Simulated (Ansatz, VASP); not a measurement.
## One calculation of W, two programs

File INCAR:

```
SYSTEM = W
  PREC = Accurate
  ENCUT = 500
  EDIFF = 1E-6
  ISMEAR = 0
  SIGMA = 0.15
  LREAL = .False.
  LASPH = .True.
  NELM = 120
  ALGO = Normal
  ISIF = 2
  LWAVE = .False.
  LCHARG = .False.
  GGA = CA
  NBANDS = 21
  GGA_COMPAT = .False.
```

The input KPOINTS:

```
regular mesh
0
Gamma
  16 16 12
  0 0 0
```

POSCAR

```
W
1.0
    0.0000000000     -1.9864787844     -1.9864787844
    0.0000000000      1.9864787844     -1.9864787844
    3.9729575688      0.0000000000      0.0000000000
W
2
Direct
    0.5203374938      0.4796625062      0.4897305724
   -0.0203374938      0.0203374938      0.0102694276
```

Input for Ansatz:

```yaml
crystal:
  lattice:
    - [0.0, -1.9864787844, -1.9864787844]
    - [0.0, 1.9864787844, -1.9864787844]
    - [3.9729575688, 0.0, 0.0]
  atoms:
    - { symbol: W, position: [0.5203374938, 0.4796625062, 0.4897305724] }
    - { symbol: W, position: [-0.0203374938, 0.0203374938, 0.0102694276] }
basis:
  ecutwfc: 420
kpoints:
  mp_grid: { grid: [16, 16, 12] }
hamiltonian:
  xc: lda
  pseudopotentials: { kind: paw, azcp: { folder: soft_1 } }
scf:
  occupations: { method: gaussian, width: 0.15 }
output:
  forces: true
  stress: true
  eigenvalues: true
  write_density: true
  write_potential: true
  elf: true
  volumetric_format: npy
```

Change from the starting cell: mode 4 frozen in at -0.081 Å and mode 6 at -0.041 Å (largest displacements).

Alike in both runs: task single point; functional LDA; k mesh 16 × 16 × 12; occupations gaussian, width 0.15 eV; no spin polarisation.

```csv
,VASP,Ansatz
version,VASP 6.6.1,Ansatz 0.2.0
potentials or method,"VASP PAW LDA potentials, release 64 (W_sv), cutoff 500 eV","scalar-relativistic, plane waves, PAW"
valence electrons in the cell,28,28
```

|  | VASP | Ansatz | Ansatz less VASP |
| --- | --- | --- | --- |
| gap on the k mesh at the Fermi level (eV) | none | none | - |
| pressure (GPa) | 4.2 | 2.5 | -1.71 |
| traceless stress, the component that is largest in VASP (GPa) | -2.65 | -2.71 | -0.062 |
| rms of the force components (eV/Å) | 0.766 | 0.748 | -0.0185 |

Ansatz warns that its potentials were made for another functional, while VASP's fit it. LDA's correlation is that of Perdew and Zunger in VASP and of Perdew and Wang (1992) in Ansatz. Atom by atom the forces differ by 0.019 eV/Å (rms over components). A gap of «none» marks a metal or a gap that the smearing closes.

Spin-orbit coupling is off throughout.
